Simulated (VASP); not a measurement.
A run of VASP 6.6.1 is set up as follows.

Contents of INCAR:

```
PREC = Accurate
ENCUT = 500
EDIFF = 1E-6
ISMEAR = 1
SIGMA = 0.1
LREAL = False
LASPH = True
NELM = 120
ALGO = Normal
ISIF = 2
LWAVE = False
LCHARG = False
GGA = LIBXC
LIBXC1 = GGA_X_PBE
LIBXC2 = GGA_C_LYP
NBANDS = 16
GGA_COMPAT = False
```

The input KPOINTS:

```
Automatic mesh
0
Gamma
  8 8 8
```

POSCAR

```
GaAs
1.0
    0.0000000000      2.7691429914      2.7691429914
    2.7691429914      0.0000000000      2.7691429914
    2.7691429914      2.7691429914      0.0000000000
As Ga
1 1
Direct
    0.7500000000      0.7500000000      0.7500000000
    0.0000000000      0.0000000000      0.0000000000
```

Potentials or basis: VASP PAW PBE potentials, release 64 (As, Ga_d).

The run is started by

```bash
$ cat potpaw_PBE.64/As/POTCAR potpaw_PBE.64/Ga_d/POTCAR > POTCAR
$ mpirun -np 1 vasp_std > vasp.out
```

(1) Estimate the pressure.

(2) Estimate the band gap on the k mesh.

## Answers

(1) 13.2 GPa.

(2) 0.86 eV.

Caveat: the cell stands under pressure; the PAW data sets were made with another functional, which shifts forces and pressure a little.
